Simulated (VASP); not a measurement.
# H4C in VASP: a series of runs, part 2 of 3

VASP 6.6.1. The steps go on from the part before.

## Step 3: Single point, PBEsol

INCAR reads:

```
PREC     = Accurate       # precision mode
ENCUT    = 520            # plane-wave cutoff, eV
EDIFF    = 1E-7           # SCF threshold, eV
ISMEAR   = -1             # smearing method
SIGMA    = 0.05           # smearing width, eV
LREAL    = Auto         
LASPH    = True           # aspherical terms in the spheres
NELM     = 80             # most SCF steps
ALGO     = Normal         # electronic algorithm
ISIF     = 2              # what is computed and relaxed
LWAVE    = False          # write WAVECAR
LCHARG   = False          # write CHGCAR
GGA      = PS             # functional
NBANDS   = 58             # bands
```

KPOINTS reads:

```
Automatic mesh
0
Gamma
  1 1 1
```

POSCAR reads:

```
H4C
1.0
    7.9581140000      0.0000000000      0.0000000000
    0.0000000000      7.9581140000      0.0000000000
    0.0000000000      0.0000000000      7.9581140000
C H
8 32
Direct
    0.2451334575      0.7005679989      0.3409853139
    0.3758930822      0.0862264602      0.8830861181
    0.9556409974      0.5358179086      0.9671763938
    0.6937322084     -0.1060175816      0.3770617008
    0.4235174314      0.4927800733      0.7690766933
    0.6787789167      0.4847756642      0.3194349817
    0.8839154604      0.9895058050      0.9611825113
    1.0103650186      0.3253409036      0.5568404775
    0.3557752503      0.6228611452      0.3945658481
    0.1713973939      0.6056460111      0.2803176733
    0.2744368829      0.8096265020      0.2523336559
    0.1610934450      0.7458928083      0.4488375009
    0.4885454016      0.1286360060      0.9388154027
    0.3521186050     -0.0509794155      0.8969210544
    0.4019796650      0.0973597513      0.7433293868
    0.2576866831      0.1669616696      0.9022112526
    0.8870443424      0.5402410672      0.8495731526
    0.9551006683      0.4083128239      1.0191485068
    0.8998363180      0.6020773264      1.0684315404
    1.0973454263      0.5565012012      0.9644119197
    0.6905404974     -0.1506638382      0.5160016557
    0.6968736562     -0.2134802291      0.2973820179
    0.8319056500     -0.0828462623      0.3293368253
    0.6008710104     -0.0027393425      0.3640184094
    0.4693700040      0.6116524594      0.7289415558
    0.4728507282      0.3712563052      0.7541108358
    0.2932730041      0.4774246762      0.7187506990
    0.4247488789      0.5039636276      0.9088334246
    0.6640769408      0.5012117193      0.1829327904
    0.6628831907      0.3577229479      0.3411863665
    0.6040878530      0.5799112704      0.3960360457
    0.8100160415      0.4881558621      0.3440388012
    0.7767418260      0.9530273128      0.8675548000
    0.8831615129      1.1317756946      0.9441558641
    0.9824438303      0.9074386218      0.9178556628
    0.8105186731      0.9337262573      1.0910248333
    1.1257315490      0.3168464287      0.6187646973
    0.9207583606      0.2097858865      0.5286428418
    1.0353206803      0.3736438056      0.4413105919
    0.9339524415      0.4134647983      0.6239166717
```

Potentials or basis: VASP PAW PBE potentials, release 64 (C, H).

Started as:

```
> cat potpaw_PBE.64/C/POTCAR potpaw_PBE.64/H/POTCAR > POTCAR
> mpirun -np 1 vasp_gam > vasp.out
```

OUTCAR:

```text
PREC = Accurate
   ENCUT = 520
   EDIFF = 1E-7
   ISMEAR = -1
   LREAL = Auto
   LASPH = True
   NELM = 80
   ISIF = 2
   GGA = PS

 ion  position               nearest neighbor table
   1  0.245  0.701  0.341-  10 1.07  11 1.14  12 1.15   9 1.16
   2  0.376  0.086  0.883-  13 1.06  14 1.11  15 1.13  16 1.15
   3  0.956  0.536  0.967-  19 1.06  17 1.08  18 1.10  20 1.14
   4  0.694  0.894  0.377-  22 1.06  24 1.11  21 1.16  23 1.18
   5  0.424  0.493  0.769-  26 1.05  25 1.06  28 1.12  27 1.12
   6  0.679  0.485  0.319-  30 1.03  32 1.06  29 1.10  31 1.14
   7  0.884  0.990  0.961-  35 1.08  34 1.14  33 1.17  36 1.27
   8  0.010  0.325  0.557-  39 1.02  37 1.04  40 1.07  38 1.19
   9  0.356  0.623  0.395-   1 1.16
  10  0.171  0.606  0.280-   1 1.07
  11  0.274  0.810  0.252-   1 1.14
  12  0.161  0.746  0.449-   1 1.15
  13  0.489  0.129  0.939-   2 1.06
  14  0.352  0.949  0.897-   2 1.11
[... 24 lines left out ...]
  39  0.035  0.374  0.441-   8 1.02
  40  0.934  0.413  0.624-   8 1.07

  LATTYP: Found a simple cubic cell.
 ALAT       =     7.9581140000

  Lattice vectors:

 A1 = (   7.9581140000,   0.0000000000,   0.0000000000)
 A2 = (   0.0000000000,   7.9581140000,   0.0000000000)
 A3 = (   0.0000000000,   0.0000000000,   7.9581140000)

Analysis of symmetry for initial positions (statically):
=====================================================================
 Subroutine PRICEL returns:
 Original cell was already a primitive cell.

 Routine SETGRP: Setting up the symmetry group for a
 simple cubic supercell.

 Subroutine GETGRP returns: Found  1 space group operations
 (whereof  1 operations were pure point group operations)
 out of a pool of 48 trial point group operations.

The static configuration has the point symmetry C_1 .
[... 183 lines left out ...]
   IMIX   =      4    mixing-type and parameters
     AMIX     =   0.40;   BMIX     =  1.00
     AMIX_MAG =   1.60;   BMIX_MAG =  1.00
  volume/ion in A,a.u.               =      12.60        85.03
  Fermi-wavevector in a.u.,A,eV,Ry     =   0.822858  1.554975  9.212431  0.677095
  Thomas-Fermi vector in A             =   1.934266
   LORBIT       =      0    0 simple, 1 ext, 2 COOP (PROOUT), +10 PAW based schemes
   GGA     = PS    functional components
   LHFCALC =     F    Hartree Fock is set to
   AEXX    =    0.0000 exact exchange contribution
   IVDW    =     0    specifies the selected vdW correction
   LEPSILON=     F    determine dielectric tensor
   LRPA    =     F    only Hartree local field effects (RPA)
 non-spin polarized calculation
  energy-cutoff  :      520.00
  volume of cell :      504.00
 maximum number of plane-waves:      6759
 NGX is ok and might be reduce to    60
   NGX = 29   NGY = 29   NGZ = 29

 number of electron      64.0000000 magnetization

 Free energy of the ion-electron system (eV)
  ---------------------------------------------------
  ext. energy  EPLUGINS =         0.00000000
  ---------------------------------------------------
  free energy    TOTEN  =      -188.27772415 eV

  energy without entropy =     -188.27772415  energy(sigma->0) =     -188.27772415

 E-fermi :  -4.4937     XC(G=0):  -5.5012

 val. band max:       -5.7156210460   @ k =   0.0000   0.0000   0.0000
 cond. band min:       0.5747721735   @ k =   0.0000   0.0000   0.0000
 fundamental gap:      6.2903932195
 Fermi energy:        -4.4937094971

 k-point     1 :       0.0000    0.0000    0.0000
  band No.  band energies     occupation
      1     -15.3810      2.00000
      2     -15.1285      2.00000
      3     -15.0304      2.00000
      4     -14.9394      2.00000
      5     -14.7786      2.00000
      6     -14.7342      2.00000
[... 36 lines left out ...]
     43       3.6423      0.00000
     44       3.8347      0.00000
 [bands above 44 left out]

------------------------ aborting loop because EDIFF is reached ----------------------------------------

  FORCE on cell =-STRESS in cart. coord.  units (eV):
  Direction    XX          YY          ZZ          XY          YZ          ZX
  --------------------------------------------------------------------------------------
  -------------------------------------------------------------------------------------
  Total       -2.4146181      2.0333607     -1.6637307      2.3128117      1.2316531      2.4828618
  in kB       -7.6758870      6.4638987     -5.2888729      7.3522521      3.9153312      7.8928285
  external PRESSURE =      -2.1669538 kB  Pullay stress =       0.0000000 kB

 VOLUME and BASIS-vectors are now :
 -----------------------------------------------------------------------------
  energy-cutoff  :      520.00
  volume of cell :      504.00
      direct lattice vectors                 reciprocal lattice vectors
     7.958114000  0.000000000  0.000000000     0.125657913  0.000000000  0.000000000
     0.000000000  7.958114000  0.000000000     0.000000000  0.125657913  0.000000000
     0.000000000  0.000000000  7.958114000     0.000000000  0.000000000  0.125657913

 POSITION                                       TOTAL-FORCE (eV/Angst)
 -----------------------------------------------------------------------------------
      1.95080      5.57520      2.71360         0.434442      0.468778      1.395667
      2.99140      0.68620      7.02770        -2.086772     -0.233335     -2.526167
      7.60510      4.26410      7.69690         2.123354     -1.328678      0.490365
      5.52080      7.11441      3.00070         2.333616      0.276656      1.602532
      3.37040      3.92160      6.12040        -2.375469      0.271157      1.732919
      5.40180      3.85790      2.54210        -0.564321      2.057017     -0.525153
[... 32 lines left out ...]
      0.28109      2.97350      3.51200         0.627836      1.433539     -3.103375
      7.43250      3.29040      4.96520        -0.561448      0.698675      0.442911
 -----------------------------------------------------------------------------------
    total drift:                               -0.011623      0.024054      0.014341

  FREE ENERGIE OF THE ION-ELECTRON SYSTEM (eV)
  ---------------------------------------------------
  free  energy   TOTEN  =      -188.2777241453 eV

  energy  without entropy=     -188.2777241452  energy(sigma->0) =     -188.27772415
```

OSZICAR:

```text
N       E                     dE             d eps       ncg     rms          rms(c)
DAV:   1     0.337547273475E+03    0.33755E+03   -0.27059E+04   116   0.909E+02
DAV:   2    -0.151597568091E+03   -0.48914E+03   -0.45275E+03   158   0.198E+02
DAV:   3    -0.210819034557E+03   -0.59221E+02   -0.58846E+02   152   0.720E+01
DAV:   4    -0.212715996981E+03   -0.18970E+01   -0.18921E+01   152   0.155E+01
DAV:   5    -0.212763106417E+03   -0.47109E-01   -0.47094E-01   144   0.231E+00    0.239E+01
DAV:   6    -0.191177241986E+03    0.21586E+02   -0.40554E+01   128   0.184E+01    0.110E+01
DAV:   7    -0.188819987044E+03    0.23573E+01   -0.64326E+00   144   0.767E+00    0.651E+00
DAV:   8    -0.188313537072E+03    0.50645E+00   -0.16262E+00   144   0.407E+00    0.230E+00
DAV:   9    -0.188240644237E+03    0.72893E-01   -0.21670E-01   136   0.141E+00    0.668E-01
DAV:  10    -0.188267977101E+03   -0.27333E-01   -0.56882E-02   136   0.722E-01    0.226E-01
DAV:  11    -0.188275492484E+03   -0.75154E-02   -0.37364E-03   136   0.265E-01    0.948E-02
DAV:  12    -0.188277438036E+03   -0.19456E-02   -0.16089E-03   128   0.186E-01    0.606E-02
DAV:  13    -0.188277751371E+03   -0.31334E-03   -0.42993E-04   136   0.940E-02    0.458E-02
DAV:  14    -0.188277723790E+03    0.27580E-04   -0.12770E-04   128   0.434E-02    0.125E-02
DAV:  15    -0.188277722683E+03    0.11074E-05   -0.10803E-05   136   0.176E-02    0.790E-03
DAV:  16    -0.188277723823E+03   -0.11399E-05   -0.36316E-06   128   0.107E-02    0.376E-03
DAV:  17    -0.188277724113E+03   -0.29003E-06   -0.18096E-06   152   0.539E-03    0.173E-03
DAV:  18    -0.188277724145E+03   -0.32401E-07   -0.12144E-07    96   0.145E-03
   1 F= -.18827772E+03 E0= -.18827772E+03  d E =-.620637E-10
```

Run time: 2 min. Hardware: 1 thread of Intel Xeon 8259CL, shared host; peak memory 0.46 GiB.

What came out:

- Free energy: -188.2777 eV
- Pressure: -0.2 GPa
- Largest force: 4.856 eV/Å
- Band gap on the k mesh: 6.29 eV

Forces in eV/Å, atoms in the order of the input:
```
C    0.434  0.469  1.396
C   -2.087 -0.233 -2.526
C    2.123 -1.329  0.490
C    2.334  0.277  1.603
C   -2.375  0.271  1.733
C   -0.564  2.057 -0.525
C   -4.755 -0.699  0.695
C   -3.367 -2.379  0.612
H   -0.902  1.421 -0.585
H   -0.651 -0.483 -0.852
H    0.054 -1.145  0.875
H    0.965 -0.217 -0.836
H    0.950  0.464  1.156
H   -0.007  0.571  0.480
H   -0.200 -0.003  0.677
H    1.316 -0.885  0.262
H    0.045  0.231 -0.295
H   -0.312 -0.537 -0.306
H   -0.532  1.254  0.621
H   -1.240  0.446 -0.478
H    0.317  0.480 -1.629
H   -1.736 -1.027 -0.671
H   -1.414  1.087  1.477
H    0.501 -0.497 -0.582
H    1.147  0.449 -1.048
H    1.698 -1.014 -1.038
H    0.267  0.401  0.567
H   -0.624  0.059 -0.229
H   -0.238  0.306  0.083
H   -1.351 -2.365  0.764
H    0.666 -1.295 -0.647
H    1.357  0.920  0.333
H    1.040  0.375  0.758
H    0.679 -1.378  0.613
H    0.977  0.177  0.230
H    2.076  1.574 -2.511
H    1.513 -1.106  1.121
H    1.832  1.169  0.869
H    0.628  1.434 -3.103
H   -0.561  0.699  0.443
```

Levels at points of the mesh, in eV from the valence-band top:
| k point | band 29 | band 30 | band 31 | band 32 | band 33 | band 34 | band 35 | band 36 |
| --- | --- | --- | --- | --- | --- | --- | --- | --- |
| (0.00, 0.00, 0.00) | -0.71 | -0.41 | -0.34 | 0.00 | 6.29 | 8.01 | 8.34 | 8.49 |

Caveat: the k points lie up to 0.79 Å⁻¹ apart; the PAW data sets were made with another functional, which shifts forces and pressure a little.

## Step 4: Single point, PBEsol

INCAR reads:

```
  PREC = Accurate
  ENCUT = 520
  EDIFF = 1E-7
  ISMEAR = -1
  SIGMA = 0.05
  LREAL = Auto
  LASPH = T
  NELM = 60
  ALGO = Normal
  ISIF = 2
  LWAVE = F
  LCHARG = F
  GGA = PS
  NBANDS = 58
```

KPOINTS reads:

```
regular mesh
0
Gamma
  1 1 1
```

POSCAR reads:

```
H4C
1.0
    7.9581140000      0.0000000000      0.0000000000
    0.0000000000      7.9581140000      0.0000000000
    0.0000000000      0.0000000000      7.9581140000
C H
8 32
Direct
    0.2596972097      0.7529422172      0.4004592043
    0.3995419015      0.1027504758      0.8493721000
    0.9664727095      0.4355680253      1.0175526513
    0.6675827966     -0.1161581752      0.3270498513
    0.4623457266      0.5372378430      0.8574393380
    0.6993365513      0.4914732310      0.3091687302
    0.8720407876      1.0038685045      0.9241762558
    1.0431240367      0.4027336125      0.5796348230
    0.3114682700      0.6457434513      0.4637656611
    0.3673106467      0.8164999898      0.3430209721
    0.2074863466      0.8465322311      0.4811064531
    0.1630662742      0.6783642456      0.3119834674
    0.5422641596      0.0873950788      0.8383142036
    0.3691578180     -0.0006408554      0.7570889284
    0.3191082711      0.2109545050      0.8210865037
    0.3410858402      0.0392932295      0.9501748781
    0.9578525766      0.5063008648      0.9139100043
    1.0036423203      0.3168841261      0.9640475118
    0.8357005190      0.4263070371      1.1135804287
    1.0795271342      0.4760173076      1.0805072659
    0.6353892392     -0.1881978569      0.4336580250
    0.6291943041     -0.1763483157      0.2060287148
    0.7999508426     -0.0898077107      0.3086032696
    0.5863952188     -0.0063959878      0.3353307078
    0.4730894782      0.6429538456      0.7615749159
    0.4528334226      0.3983481513      0.8103427521
    0.3279671540      0.5352901454      0.9069234243
    0.5342471847      0.5166048137      0.9847433701
    0.6416721349      0.5710523875      0.2111052945
    0.7377878729      0.3804921618      0.2608532625
    0.6128210780      0.5029081011      0.4089411134
    0.8172036741      0.5728367299      0.3315107072
    0.7727836017      0.9121130961      0.9104669775
    0.8787383543      1.0946060838      0.8163492003
    0.9870680415      0.9372446788      0.9540954050
    0.8332250581      1.0887504250      1.0162960722
    1.0453481817      0.2757939884      0.5188666561
    0.9208714527      0.4097327583      0.6192421973
    1.0579768020      0.5122947472      0.4850395458
    1.1016680585      0.3791978853      0.7092509607
```

Potentials or basis: VASP PAW PBE potentials, release 64 (C, H).

Started as:

```
> cat potpaw_PBE.64/C/POTCAR potpaw_PBE.64/H/POTCAR > POTCAR
> mpirun -np 1 vasp_gam > vasp.out
```

OUTCAR:

```text
PREC = Accurate
   ENCUT = 520
   EDIFF = 1E-7
   ISMEAR = -1
   LREAL = Auto
   LASPH = T
   NELM = 60
   ISIF = 2
   GGA = PS

 ion  position               nearest neighbor table
   1  0.260  0.753  0.400-  11 1.07   9 1.07  10 1.09  12 1.20
   2  0.400  0.103  0.849-  16 1.06  15 1.10  14 1.13  13 1.15
   3  0.966  0.436  0.018-  17 1.00  18 1.08  20 1.08  19 1.29
   4  0.668  0.884  0.327-  21 1.06  23 1.08  24 1.09  22 1.12
   5  0.462  0.537  0.857-  25 1.14  27 1.14  26 1.17  28 1.18
   6  0.699  0.491  0.309-  30 1.01  31 1.05  29 1.10  32 1.15
   7  0.872  0.004  0.924-  36 1.04  33 1.08  35 1.08  34 1.12
[... 330 lines left out ...]
  Total       -0.1942095      3.0445975      4.0887783     -2.4065631      1.3782807     -1.8801944
  in kB       -0.6173773      9.6785434     12.9979144     -7.6502806      4.3814494     -5.9769946
  external PRESSURE =       7.3530268 kB  Pullay stress =       0.0000000 kB

 VOLUME and BASIS-vectors are now :
 -----------------------------------------------------------------------------
  energy-cutoff  :      520.00
  volume of cell :      504.00
      direct lattice vectors                 reciprocal lattice vectors
     7.958114000  0.000000000  0.000000000     0.125657913  0.000000000  0.000000000
     0.000000000  7.958114000  0.000000000     0.000000000  0.125657913  0.000000000
     0.000000000  0.000000000  7.958114000     0.000000000  0.000000000  0.125657913

 POSITION                                       TOTAL-FORCE (eV/Angst)
 -----------------------------------------------------------------------------------
      2.06670      5.99200      3.18690        -0.764900     -1.557365     -2.010575
      3.17960      0.81770      6.75940         0.644191     -2.190347     -2.169591
      7.69130      3.46630      0.13969        -1.984597     -2.290737      4.317538
      5.31270      7.03371      2.60270        -0.629230      0.560994     -2.095675
      3.67940      4.27540      6.82360        -1.673914     -2.490600      1.419669
      5.56540      3.91120      2.46040         0.920918      5.140660     -0.104426
[... 32 lines left out ...]
      0.46139      4.07690      3.86000         0.686833     -1.291217      1.589814
      0.80909      3.01770      5.64430         0.556232      1.091645     -1.540976
 -----------------------------------------------------------------------------------
    total drift:                               -0.011419      0.005021     -0.012662

  FREE ENERGIE OF THE ION-ELECTRON SYSTEM (eV)
  ---------------------------------------------------
  free  energy   TOTEN  =      -187.3879746823 eV

  energy  without entropy=     -187.3879746822  energy(sigma->0) =     -187.38797468
```

OSZICAR:

```text
N       E                     dE             d eps       ncg     rms          rms(c)
DAV:   1     0.345622560028E+03    0.34562E+03   -0.26943E+04   116   0.909E+02
DAV:   2    -0.149359088632E+03   -0.49498E+03   -0.45975E+03   150   0.199E+02
DAV:   3    -0.210186894247E+03   -0.60828E+02   -0.60334E+02   144   0.724E+01
DAV:   4    -0.212202080884E+03   -0.20152E+01   -0.20101E+01   152   0.159E+01
DAV:   5    -0.212252639526E+03   -0.50559E-01   -0.50549E-01   152   0.238E+00    0.241E+01
DAV:   6    -0.190404664624E+03    0.21848E+02   -0.40768E+01   136   0.185E+01    0.111E+01
DAV:   7    -0.187939534985E+03    0.24651E+01   -0.66714E+00   144   0.787E+00    0.652E+00
DAV:   8    -0.187416858757E+03    0.52268E+00   -0.15834E+00   152   0.404E+00    0.218E+00
DAV:   9    -0.187350038711E+03    0.66820E-01   -0.23168E-01   136   0.147E+00    0.635E-01
DAV:  10    -0.187377184368E+03   -0.27146E-01   -0.53148E-02   128   0.722E-01    0.231E-01
DAV:  11    -0.187385533922E+03   -0.83496E-02   -0.37813E-03   128   0.289E-01    0.104E-01
DAV:  12    -0.187387521556E+03   -0.19876E-02   -0.16464E-03   120   0.192E-01    0.562E-02
DAV:  13    -0.187387985061E+03   -0.46351E-03   -0.44192E-04   136   0.100E-01    0.306E-02
DAV:  14    -0.187387972578E+03    0.12483E-04   -0.87769E-05   120   0.454E-02    0.118E-02
DAV:  15    -0.187387974651E+03   -0.20726E-05   -0.17249E-05   136   0.202E-02    0.738E-03
DAV:  16    -0.187387974818E+03   -0.16681E-06   -0.36962E-06   120   0.107E-02    0.299E-03
DAV:  17    -0.187387974761E+03    0.56948E-07   -0.16994E-06   160   0.546E-03    0.148E-03
DAV:  18    -0.187387974682E+03    0.78684E-07   -0.26531E-07   128   0.210E-03
   1 F= -.18738797E+03 E0= -.18738797E+03  d E =-.562679E-10
```

Wall time 99 s (1 thread of Intel Xeon 8259CL, shared host); peak memory 0.46 GiB.

What came out:

- Free energy: -187.3880 eV
- Pressure: 0.7 GPa
- Largest force: 5.275 eV/Å
- Band gap on the k mesh: 6.42 eV

Forces on the atoms (eV/Å):
```
C   -0.765 -1.557 -2.011
C    0.644 -2.190 -2.170
C   -1.985 -2.291  4.318
C   -0.629  0.561 -2.096
C   -1.674 -2.491  1.420
C    0.921  5.141 -0.104
C    0.015  0.170 -1.646
C    1.649 -0.984 -0.514
H    0.426 -0.422  1.089
H   -0.216 -0.195 -0.850
H   -0.947  0.272  0.803
H    1.413  1.962  0.918
H   -1.338  1.252  0.701
H   -0.265  0.793 -0.304
H    0.791  0.243 -0.250
H   -0.006 -0.372  2.012
H   -1.044  2.822 -3.100
H   -0.200 -1.149  0.129
H    3.601  0.318 -2.976
H    0.310  0.393  0.914
H    0.081 -1.158  1.039
H   -0.033 -0.081  0.655
H    0.399  0.357  0.453
H    0.259  0.744 -0.020
H    0.537 -1.092  1.136
H    0.856  2.050 -0.303
H    0.666  0.714 -0.325
H   -0.252  1.142 -2.019
H   -0.105 -0.468 -0.278
H    0.378 -3.428 -0.497
H   -0.706 -0.564  1.475
H   -1.077 -1.017  0.279
H   -0.443 -0.360 -0.397
H    0.276 -1.034 -0.044
H    0.484  0.147 -0.001
H   -0.354  0.945  2.059
H    0.321  0.662 -0.205
H   -3.232  0.365  0.661
H    0.687 -1.291  1.590
H    0.556  1.092 -1.541
```

Levels at points of the mesh, in eV from the valence-band top:
| k point | band 28 | band 29 | band 30 | band 31 | band 32 | band 33 | band 34 | band 35 | band 36 | band 37 |
| --- | --- | --- | --- | --- | --- | --- | --- | --- | --- | --- |
| (0.00, 0.00, 0.00) | -0.56 | -0.46 | -0.30 | -0.26 | 0.00 | 6.42 | 8.29 | 8.38 | 8.47 | 8.68 |

Caveat: the k points lie up to 0.79 Å⁻¹ apart; the PAW data sets were made with another functional, which shifts forces and pressure a little.

(Continued in part 3 of 3.)
